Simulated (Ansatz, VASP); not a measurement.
**Two plane-wave programs on Ga**

```
Ga
1.0
     4.45299    0.00000    0.00000
    -2.22650    3.85640    0.00000
     0.00000    0.00000    2.75742
Ga
2
Direct
  0.33333 0.66667 0.00000
  0.66667 0.33333 0.00000
```

Alike in both runs: functional PBE; k mesh 15 × 15 × 20; occupations gaussian, width 0.1 eV; no spin polarisation.

Ansatz relaxed the structure, and its values are those at the end. VASP's run is a single point on that final structure, the one shown.

|  | VASP | Ansatz |
| --- | --- | --- |
| version | VASP 6.6.1 | Ansatz 0.2.0 |
| potentials or method | VASP PAW PBE potentials, release 64 (Ga_d), cutoff 520 eV | scalar-relativistic, plane waves, PAW |
| valence electrons in the cell | 26 | 26 |

```tsv
	VASP	Ansatz	Ansatz less VASP
gap on the k mesh at the Fermi level (eV)	none	none	-
pressure (GPa)	0.1	0.0	-0.14
```

A gap of «none» marks a metal or a gap that the smearing closes.
